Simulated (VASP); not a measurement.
Set up this calculation in VASP 6.6.1, as the native input.

- Task: single point
- Functional: r2SCAN
- Potentials or basis: VASP PAW PBE potentials, release 64 (Hg, Te)
- Cutoff: 520 eV
- k mesh: 14 × 14 × 14
- Occupations: gaussian, width 0.15 eV
- Spin: no spin polarisation
- Dipole correction: no
- Further INCAR settings: ALGO = Normal; EDIFF = 1e-07; NBANDS = 16

Crystal: HgTe.

```
CELL_PARAMETERS angstrom
0.00000 3.22350 3.12679
3.22350 0.00000 3.12679
3.22350 3.22350 0.00000
ATOMIC_POSITIONS crystal
Hg 0.00000 0.00000 0.00000
Te 0.75000 0.75000 0.75000
```

This cell differs from its parent crystal: strain +0.000 along x and y, -0.030 along z.

These files were run (other wordings do the same):

POSCAR

```
HgTe
1.0
    0.0000000000      3.2235000000      3.1267950000
    3.2235000000      0.0000000000      3.1267950000
    3.2235000000      3.2235000000      0.0000000000
Hg Te
1 1
Direct
    0.0000000000      0.0000000000      0.0000000000
    0.7500000000      0.7500000000      0.7500000000
```

INCAR.step1

```
  PREC = Accurate
  ENCUT = 520
  ISMEAR = 0
  SIGMA = 0.15
  LREAL = False
  LASPH = True
  NELM = 60
  NBANDS = 16
  GGA = PE
  ALGO = Normal
  EDIFF = 1E-4
  LWAVE = True
  LCHARG = False
```

INCAR.step2

```
  PREC = Accurate
  ENCUT = 520
  EDIFF = 1E-7
  ISMEAR = 0
  SIGMA = 0.15
  LREAL = False
  LASPH = True
  NELM = 60
  ALGO = Normal
  ISIF = 2
  LWAVE = False
  LCHARG = False
  METAGGA = R2SCAN
  LMIXTAU = True
  NBANDS = 16
  ISTART = 1
```

KPOINTS

```
regular mesh
0
Gamma
  14 14 14
```

Potentials or basis: VASP PAW PBE potentials, release 64 (Hg, Te).

Command:

```sh
$ cat potpaw_PBE.64/Hg/POTCAR potpaw_PBE.64/Te/POTCAR > POTCAR
$ cp INCAR.step1 INCAR
$ mpirun -np 1 vasp_std > vasp.out
$ cp INCAR.step2 INCAR
$ mpirun -np 1 vasp_std > vasp.out
```

Results of the run:

The pressure is 4.5 GPa. The band gap on the k mesh is 0.10 eV (least direct gap 0.11 eV).

Caveat: the cell differs from its parent crystal (strain +0.000 along x and y, -0.030 along z); the cell stands under pressure; the smearing spreads over this small gap; the PAW data sets were made with another functional, which shifts forces and pressure a little; spin-orbit coupling is left out, which moves the levels of the heavy elements.

It took 22 min on 1 thread of Oxide Virtual Turin-like Processor (shared host), peak memory 0.38 GiB.
